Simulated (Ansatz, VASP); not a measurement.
## VGa2: VASP beside Ansatz

Contents of POSCAR:

```
VGa2
1.0
   -2.8767370000      2.8767370000      2.4741390000
    2.8767370000     -2.8767370000      2.4741390000
    2.8767370000      2.8767370000     -2.4741390000
Ga V
4 2
Direct
    0.6556800000      0.1556800000      0.8113600000
    0.1556800000      0.3443200000      0.5000000000
    0.3443200000      0.8443200000      0.1886400000
    0.8443200000      0.6556800000      0.5000000000
    0.2500000000      0.2500000000      0.0000000000
    0.7500000000      0.7500000000      0.0000000000
```

INCAR.step1

```
ALGO = Normal
EDIFF = 1E-4
ENCUT = 520
GGA = PE
ISMEAR = -5
LASPH = True
LCHARG = False
LREAL = False
LWAVE = True
NBANDS = 48
NELM = 80
PREC = Accurate
SIGMA = 0.1
```

Contents of INCAR.step2:

```
ALGO = Normal
EDIFF = 1E-6
ENCUT = 520
ISIF = 2
ISMEAR = -5
ISTART = 1
LASPH = True
LCHARG = True
LELF = True
LMIXTAU = True
LREAL = False
LVHAR = True
LWAVE = False
METAGGA = R2SCAN
NBANDS = 48
NELM = 80
PREC = Accurate
SIGMA = 0.1
```

Contents of KPOINTS:

```
k-points
0
Gamma
  7 7 7
```

Input for Ansatz:

```yaml
crystal:
  lattice:
    - [-2.876737, 2.876737, 2.474139]
    - [2.876737, -2.876737, 2.474139]
    - [2.876737, 2.876737, -2.474139]
  atoms:
    - { symbol: Ga, position: [0.65568, 0.15568, 0.81136] }
    - { symbol: Ga, position: [0.15568, 0.34432, 0.5] }
    - { symbol: Ga, position: [0.34432, 0.84432, 0.18864] }
    - { symbol: Ga, position: [0.84432, 0.65568, 0.5] }
    - { symbol: V, position: [0.25, 0.25, 0.0] }
    - { symbol: V, position: [0.75, 0.75, 0.0] }
  symmetry: { tolerance: 0.0003 }
kpoints:
  mp_grid: { grid: [7, 7, 7], shift: [0, 0, 0] }
  band_path:
    path:
      - [0.0, 0.0, 0.0]
      - [0.0, 0.0, 0.5]
      - [-0.5, 0.5, 0.5]
      - [0.0, 0.0, 0.0]
      - [0.4349217, 0.4349217, -0.4349217]
      - [-0.4349217, 0.5650783, 0.4349217]
      - [-0.5, 0.5, 0.5]
      - [0.0, 0.0, 0.5]
      - [0.25, 0.25, 0.25]
      - [0.0, 0.5, 0.0]
      - [0.0, 0.0, 0.0]
    npoints: 6
magnetization:
  spin_polarized: false
scf:
  occupations: { method: tetrahedron }
  lower_state_search: "off"
  max_iter: 200
hamiltonian:
  pseudopotentials: { kind: paw }
  xc: r2scan
basis:
  ecutwfc: 500
  fft_grid_basis: typed
output:
  forces: true
  stress: true
  eigenvalues: true
  bader: true
  populations: true
  elf: true
  write_potential: true
  volumetric_format: npy
  dos:
    e_range: [-12, 8]
    de: 0.05
    projected: { site_lists: { Ga: [Ga], V: [V] } }
checkpoint:
  read: saved_state
```

Alike in both runs: task single point; functional r2SCAN; k mesh 7 × 7 × 7; occupations tetrahedron; no spin polarisation.

|  | VASP | Ansatz |
| --- | --- | --- |
| version | VASP 6.6.1 | Ansatz 0.2.0 |
| potentials or method | VASP PAW PBE potentials, release 64 (Ga_d, V_sv), cutoff 520 eV | PAW plane waves |
| valence electrons in the cell | 78 | 78 |

|  | VASP | Ansatz | Ansatz less VASP |
| --- | --- | --- | --- |
| pressure (GPa) | 26.2 | 25.9 | -0.34 |
| traceless stress, the component that is largest in VASP (GPa) | -3.59 | -3.39 | +0.208 |
| rms of the force components (eV/Å) | 0.417 | 0.421 | +0.0039 |

VASP's potentials were made for PBE, not for r2SCAN. Atom by atom the forces differ by 0.004 eV/Å (rms over components). The functional is the same, so the differences come from potentials, cutoffs and numerics. Ansatz's warnings: band table not solved further, product built on unsolved table, tetrahedron derivatives may miss energy slope.
